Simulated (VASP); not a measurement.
# Si (a cell with a defect) in VASP: notebook, part 2 of 2

VASP 6.6.1. Earlier steps stand in the parts before.

### Step 3. Relaxation of the atoms, PBEsol

INCAR reads:

```
SYSTEM = Si
ALGO = Normal ; EDIFF = 1E-6
EDIFFG = -0.02 ; ENCUT = 520
GGA = PS ; IBRION = 2
ISIF = 2 ; ISMEAR = 0
LASPH = .True. ; LCHARG = .False.
LREAL = Auto ; LWAVE = .False.
NELM = 60 ; NSW = 80
PREC = Accurate ; SIGMA = 0.02
```

KPOINTS reads:

```
k-points
0
Gamma
  3 3 3
  0 0 0
```

POSCAR reads:

```
Si
1.0
    0.0000000000      5.4338342766     -5.4338342766
    5.4338342766      5.4338342766      0.0000000000
    5.4338342766      0.0000000000     -5.4338342766
Si
15
Direct
    0.1250000000      0.1250000000      0.1250000000
    0.1250000000      0.6250000000      0.1250000000
    0.6250000000      0.1250000000      0.1250000000
    0.6250000000      0.6250000000      0.1250000000
    0.1250000000      0.1250000000      0.6250000000
    0.1250000000      0.6250000000      0.6250000000
    0.6250000000      0.1250000000      0.6250000000
    0.6250000000      0.6250000000      0.6250000000
    0.2500000000      0.2500000000      0.2500000000
    0.7500000000      0.7500000000      0.2500000000
    0.7500000000      0.2500000000      0.2500000000
    0.2500000000      0.7500000000      0.7500000000
    0.2500000000      0.2500000000      0.7500000000
    0.7500000000      0.7500000000      0.7500000000
    0.7500000000      0.2500000000      0.7500000000
```

Potentials or basis: VASP PAW PBE potentials, release 64 (Si).

Launch:

```console
$ cat potpaw_PBE.64/Si/POTCAR > POTCAR
$ mpirun -np 1 vasp_std > vasp.out
```

OUTCAR:

```text
SYSTEM = Si
   EDIFF = 1E-6
   EDIFFG = -0.02
   ENCUT = 520
   GGA = PS
   IBRION = 2
   ISIF = 2
   ISMEAR = 0
   LASPH = .True.
   LREAL = Auto
   NELM = 60
   NSW = 80
   PREC = Accurate

 ion  position               nearest neighbor table
   1  0.125  0.125  0.125-   9 2.35  11 2.35  13 2.35
   2  0.125  0.625  0.125-   9 2.35  10 2.35  12 2.35
   3  0.625  0.125  0.125-  11 2.35  10 2.35   9 2.35  15 2.35
   4  0.625  0.625  0.125-  10 2.35  11 2.35  14 2.35
   5  0.125  0.125  0.625-  13 2.35  12 2.35   9 2.35  15 2.35
   6  0.125  0.625  0.625-  12 2.35  13 2.35  14 2.35
   7  0.625  0.125  0.625-  15 2.35  13 2.35  14 2.35  11 2.35
   8  0.625  0.625  0.625-  14 2.35  12 2.35  10 2.35  15 2.35
   9  0.250  0.250  0.250-   1 2.35   2 2.35   3 2.35   5 2.35
  10  0.750  0.750  0.250-   4 2.35   3 2.35   2 2.35   8 2.35
  11  0.750  0.250  0.250-   3 2.35   1 2.35   4 2.35   7 2.35
  12  0.250  0.750  0.750-   6 2.35   5 2.35   2 2.35   8 2.35
  13  0.250  0.250  0.750-   5 2.35   1 2.35   6 2.35   7 2.35
  14  0.750  0.750  0.750-   8 2.35   6 2.35   7 2.35   4 2.35
  15  0.750  0.250  0.750-   7 2.35   5 2.35   3 2.35   8 2.35

  LATTYP: Found a face centered cubic cell.
 ALAT       =    10.8676685532

  Lattice vectors:

 A1 = (   0.0000000000,   5.4338342766,  -5.4338342766)
 A2 = (   5.4338342766,   5.4338342766,   0.0000000000)
 A3 = (   5.4338342766,   0.0000000000,  -5.4338342766)

Analysis of symmetry for initial positions (statically):
=====================================================================
 Subroutine PRICEL returns:
 Original cell was already a primitive cell.

 Routine SETGRP: Setting up the symmetry group for a
 face centered cubic supercell.

 Subroutine GETGRP returns: Found 24 space group operations
 (whereof  4 operations were pure point group operations)
 out of a pool of 48 trial point group operations.

The static configuration has the point symmetry C_2v.
 The point group associated with its full space group is T_d .

Analysis of symmetry for dynamics (positions and initial velocities):
=====================================================================
 Subroutine PRICEL returns:
 Original cell was already a primitive cell.

 Routine SETGRP: Setting up the symmetry group for a
 face centered cubic supercell.

 Subroutine GETGRP returns: Found 24 space group operations
 (whereof  4 operations were pure point group operations)
 out of a pool of 48 trial point group operations.

The dynamic configuration has the point symmetry C_2v.
 The point group associated with its full space group is T_d .

 Subroutine INISYM returns: Found 24 space group operations
 (whereof  4 operations are pure point group operations),
 and found     1 'primitive' translations

----------------------------------------------------------------------------------------

                                     Primitive cell

  volume of cell :     320.8848

  direct lattice vectors                    reciprocal lattice vectors
     0.000000000  5.433834277 -5.433834277    -0.092016056  0.092016056 -0.092016056
     5.433834277  5.433834277  0.000000000     0.092016056  0.092016056  0.092016056
     5.433834277  0.000000000 -5.433834277     0.092016056 -0.092016056 -0.092016056

  length of vectors
     7.684602130  7.684602130  7.684602130     0.159376484  0.159376484  0.159376484

  position of ions in fractional coordinates (direct lattice)
     0.125000000  0.125000000  0.125000000
     0.125000000  0.625000000  0.125000000
     0.625000000  0.125000000  0.125000000
     0.625000000  0.625000000  0.125000000
     0.125000000  0.125000000  0.625000000
     0.125000000  0.625000000  0.625000000
     0.625000000  0.125000000  0.625000000
     0.625000000  0.625000000  0.625000000
[... 42 lines left out ...]
     0.053125495  0.053125495  0.053125495

  Shift w.r.t. Gamma in fractional coordinates (k-lattice)
     0.000000000  0.000000000  0.000000000

 Subroutine IBZKPT returns following result:
 ===========================================

 Found      4 irreducible k-points:

 Following reciprocal coordinates:
            Coordinates               Weight
  0.000000  0.000000  0.000000      1.000000
  0.333333  0.000000  0.000000      8.000000
  0.333333  0.333333  0.000000      6.000000
 -0.333333  0.333333  0.000000     12.000000
   k-points           NKPTS =      4   k-points in BZ     NKDIM =      4   number of bands    NBANDS=     38
   number of dos      NEDOS =    301   number of ions     NIONS =     15
   total plane-waves  NPLWV = 216000
   dimension x,y,z NGX =    60 NGY =   60 NGZ =   60
   dimension x,y,z NGXF=   120 NGYF=  120 NGZF=  120
   ions per type =              15
   NGX,Y,Z   is equivalent  to a cutoff of  12.98, 12.98, 12.98 a.u.
   NGXF,Y,Z  is equivalent  to a cutoff of  25.96, 25.96, 25.96 a.u.
 SYSTEM =  Si
   PREC   = accura    normal or accurate (medium, high low for compatibility)
   ISTART =      0    job   : 0-new  1-cont  2-samecut
   ICHARG =      2    charge: 1-file 2-atom 10-const
   ISPIN  =      1    spin polarized calculation?
   LNONCOLLINEAR =      F non collinear calculations
   LSORBIT =      F    spin-orbit coupling
   LASPH  =      T    aspherical Exc in radial PAW
   ENCUT  =  520.0 eV  38.22 Ry    6.18 a.u.  14.29 14.29 14.29*2*pi/ulx,y,z
   NELM   =     60;   NELMIN=  2; NELMDL= -5     # of ELM steps
   EDIFF  = 0.1E-05   stopping-criterion for ELM
   LREAL  =      T    real-space projection
   EDIFFG = -.2E-01   stopping-criterion for IOM
   NSW    =     80    number of steps for IOM
   IBRION =      2    ionic relax: 0-MD 1-quasi-New 2-CG
   NFREE  =      1    steps in history (QN), initial steepest desc. (CG)
   ISIF   =      2    stress and relaxation
   ISYM   =      2    0-nonsym 1-usesym 2-fastsym
   POTIM  = 0.5000    time-step for ionic-motion
   TEBEG  =    0.0;   TEEND  =   0.0 temperature during run
   PSTRESS=    0.0 pullay stress
   NELECT =      60.0000    total number of electrons
   NUPDOWN=      -1.0000    fix difference up-down
   EMIN   =  10.00;   EMAX   =-10.00  energy-range for DOS
   EFERMI =   0.00;   METHOD = LEGACY
   ISMEAR =     0;   SIGMA  =   0.02  broadening in eV -4-tet -1-fermi 0-gaus
   EFERMI_NEDOS =   21; number of points for ismear=-14 and -15
   IALGO  =     38    algorithm
   IMIX   =      4    mixing-type and parameters
     AMIX     =   0.40;   BMIX     =  1.00
     AMIX_MAG =   1.60;   BMIX_MAG =  1.00
  volume/ion in A,a.u.               =      21.39       144.36
  Fermi-wavevector in a.u.,A,eV,Ry     =   0.936143  1.769054 11.923652  0.876364
  Thomas-Fermi vector in A             =   2.063122
   LORBIT       =      0    0 simple, 1 ext, 2 COOP (PROOUT), +10 PAW based schemes
   GGA     = PS    functional components
   LHFCALC =     F    Hartree Fock is set to
   AEXX    =    0.0000 exact exchange contribution
   IVDW    =     0    specifies the selected vdW correction
   LEPSILON=     F    determine dielectric tensor
   LRPA    =     F    only Hartree local field effects (RPA)
 conjugate gradient relaxation of ions
 non-spin polarized calculation
 Gauss-broadening in eV      SIGMA  =   0.02
  energy-cutoff  :      520.00
  volume of cell :      320.88
 maximum number of plane-waves:      8657
 NGX is ok and might be reduce to    60
   NGX = 29   NGY = 29   NGZ = 29

--------------------------------------- Ionic step        1  -------------------------------------------

 number of electron      60.0000004 magnetization

 Free energy of the ion-electron system (eV)
  ---------------------------------------------------
  ext. energy  EPLUGINS =         0.00000000
  ---------------------------------------------------
  free energy    TOTEN  =       -82.98598275 eV

  energy without entropy =      -82.98405548  energy(sigma->0) =      -82.98501911

------------------------ aborting loop because EDIFF is reached ----------------------------------------

  FORCE on cell =-STRESS in cart. coord.  units (eV):
  Direction    XX          YY          ZZ          XY          YZ          ZX
  --------------------------------------------------------------------------------------
  -------------------------------------------------------------------------------------
  Total       -3.0798021     -3.0798021     -3.0798021      0.0000000     -0.0000000      0.0000000
  in kB      -15.3774466    -15.3774466    -15.3774466      0.0000000     -0.0000000      0.0000000
  external PRESSURE =     -15.3774466 kB  Pullay stress =       0.0000000 kB
[... 232 lines left out ...]
--------------------------------------- Ionic step        6  -------------------------------------------

 number of electron      60.0000002 magnetization

 Free energy of the ion-electron system (eV)
  ---------------------------------------------------
  ext. energy  EPLUGINS =         0.00000000
  ---------------------------------------------------
  free energy    TOTEN  =       -83.00124332 eV

  energy without entropy =      -82.99931606  energy(sigma->0) =      -83.00027969

 E-fermi :   5.2086     XC(G=0):  -9.3152

 val. band max:        4.8747361873   @ k =   0.3333   0.3333   0.0000
 cond. band min:       5.2282026026   @ k =  -0.3333   0.3333   0.0000
 fundamental gap:      0.3534664153
 Fermi energy:         5.2086441121

 k-point     1 :       0.0000    0.0000    0.0000
  band No.  band energies     occupation
      1      -6.6033      2.00000
      2      -4.4105      2.00000
      3      -4.4105      2.00000
      4      -4.4105      2.00000
      5      -3.8231      2.00000
      6      -2.6425      2.00000
[... 195 lines left out ...]
  FREE ENERGIE OF THE ION-ELECTRON SYSTEM (eV)
  ---------------------------------------------------
  free  energy   TOTEN  =       -83.0012433228 eV

  energy  without entropy=      -82.9993160600  energy(sigma->0) =      -83.00027969

 reached required accuracy - stopping structural energy minimisation
```

It took 2.8 min on 1 thread of Intel Xeon 6975P-C (Granite Rapids), shared host; peak memory 0.5 GiB.

Results:

```yaml
Free_energy: -83.0012 eV
Energy_gained_by_relaxing: 1.0 meV/atom
Ionic_steps: 6
Pressure_after_relaxing: -2.0 GPa
Largest_force_after_relaxing: 0.008 eV/Å
Band_gap_on_the_k_mesh: zero (band 30 reaches 5.94 eV, above the bottom of band 31 at 5.23 eV)
```

Forces in eV/Å, atoms in the order of the input:
```
Si   0.003  0.003  0.003
Si  -0.003 -0.003  0.003
Si   0.005 -0.005 -0.005
Si  -0.003  0.003 -0.003
Si  -0.005  0.005 -0.005
Si   0.003 -0.003 -0.003
Si  -0.005 -0.005  0.005
Si   0.005  0.005  0.005
Si   0.000  0.000 -0.004
Si   0.004  0.000  0.000
Si   0.000 -0.004  0.000
Si   0.000  0.004  0.000
Si  -0.004  0.000  0.000
Si   0.000  0.000  0.004
Si   0.000  0.000  0.000
```

Step by step:
```csv
step,energy change (eV),largest force (eV/Å),pressure (GPa)
1,0.0000,0.1913,-1.54
2,-0.0066,0.1393,-1.64
3,-0.0119,0.0846,-1.81
4,-0.0120,0.0963,-1.84
5,-0.0149,0.0344,-1.94
6,-0.0153,0.0082,-1.99
```

Final structure:
```xyz
15
Lattice="0.0000 5.4338 -5.4338 5.4338 5.4338 0.0000 5.4338 0.0000 -5.4338" Properties=species:S:1:pos:R:3 pbc="T T T"
Si    1.3346    1.3346   -1.3823
Si    4.0992    4.0992   -1.3823
Si    1.3588    4.0750   -4.0757
Si    4.0992    6.7684   -4.0515
Si    4.0750    1.3588   -4.0757
Si    6.7684    4.0992   -4.0515
Si    4.0750    4.0750   -6.7919
Si    6.7926    6.7926   -6.7919
Si    2.7169    2.7169   -2.7174
Si    5.4344    8.1508   -5.4338
Si    2.7169    5.4333   -5.4338
Si    8.1508    5.4344   -5.4338
Si    5.4333    2.7169   -5.4338
Si    8.1508    8.1508   -8.1502
Si    5.4338    5.4338   -8.1508
```

Caveat: the PAW data sets were made with another functional, which shifts forces and pressure a little.

### Step 4. Relaxation of the atoms, PBEsol

INCAR is that of step 3.

KPOINTS is that of step 3.

Changes to POSCAR since step 3:

```diff
@@ -8,3 +8,3 @@
 Direct
-    0.1250000000      0.1250000000      0.1250000000
+    0.2500000000     -0.2500000000      0.2500000000
     0.1250000000      0.6250000000      0.1250000000
```

Launch:

```console
$ cat potpaw_PBE.64/Si/POTCAR > POTCAR
$ mpirun -np 1 vasp_std > vasp.out
```

It took 10 min on 1 thread of AMD EPYC 7R43 (Zen 3), shared host; peak memory 0.47 GiB.

Results (log left out):

```yaml
Free_energy: -83.0013 eV
Energy_gained_by_relaxing: 1.0 meV/atom
Ionic_steps: 6
Pressure_after_relaxing: -2.0 GPa
Largest_force_after_relaxing: 0.010 eV/Å
Band_gap_on_the_k_mesh: zero (band 30 reaches 5.94 eV, above the bottom of band 31 at 5.23 eV)
```

Forces in eV/Å, atoms in the order of the input:
```
Si  -0.001 -0.001 -0.001
Si   0.000  0.000  0.003
Si  -0.003  0.000  0.000
Si   0.000  0.003  0.000
Si   0.000 -0.003  0.000
Si   0.003  0.000  0.000
Si   0.000  0.000 -0.003
Si   0.000  0.000  0.000
Si   0.001  0.001 -0.001
Si  -0.006  0.006  0.006
Si   0.001 -0.001  0.001
Si   0.006 -0.006  0.006
Si  -0.001  0.001  0.001
Si   0.006  0.006 -0.006
Si  -0.006 -0.006 -0.006
```

The path:
| step | energy change (eV) | largest force (eV/Å) | pressure (GPa) |
| --- | --- | --- | --- |
| 1 | 0.0000 | 0.1911 | -1.54 |
| 2 | -0.0066 | 0.1420 | -1.64 |
| 3 | -0.0115 | 0.1227 | -1.89 |
| 4 | -0.0119 | 0.0977 | -1.84 |
| 5 | -0.0150 | 0.0327 | -1.93 |
| 6 | -0.0153 | 0.0098 | -1.99 |

Final structure:
```cif
data_structure
_symmetry_space_group_name_H-M 'P 1'
_symmetry_Int_Tables_number 1
_cell_length_a 7.6846
_cell_length_b 7.6846
_cell_length_c 7.6846
_cell_angle_alpha 60.000
_cell_angle_beta 60.000
_cell_angle_gamma 60.000
_cell_volume 320.88
loop_
_atom_site_label
_atom_site_type_symbol
_atom_site_fract_x
_atom_site_fract_y
_atom_site_fract_z
_atom_site_occupancy
Si1 Si 0.24784 0.75647 0.24784 1
Si2 Si 0.12494 0.62506 0.12494 1
Si3 Si 0.62506 0.12494 0.12494 1
Si4 Si 0.62506 0.62506 0.12494 1
Si5 Si 0.12494 0.12494 0.62506 1
Si6 Si 0.12494 0.62506 0.62506 1
Si7 Si 0.62506 0.12494 0.62506 1
Si8 Si 0.62500 0.62500 0.62500 1
Si9 Si 0.24784 0.24784 0.24784 1
Si10 Si 0.75002 0.75002 0.24993 1
Si11 Si 0.75647 0.24784 0.24784 1
Si12 Si 0.24993 0.75002 0.75002 1
Si13 Si 0.24784 0.24784 0.75647 1
Si14 Si 0.75002 0.75002 0.75002 1
Si15 Si 0.75002 0.24993 0.75002 1
```

Levels at points of the mesh, in eV from the Fermi level:
| k point | band 26 | band 27 | band 28 | band 29 | band 30 | band 31 | band 32 | band 33 | band 34 | band 35 |
| --- | --- | --- | --- | --- | --- | --- | --- | --- | --- | --- |
| (0.00, 0.00, 0.00) | -1.18 | -0.48 | -0.48 | -0.48 | 0.73 | 0.73 | 0.73 | 0.74 | 0.74 | 0.79 |

Caveat: the PAW data sets were made with another functional, which shifts forces and pressure a little.
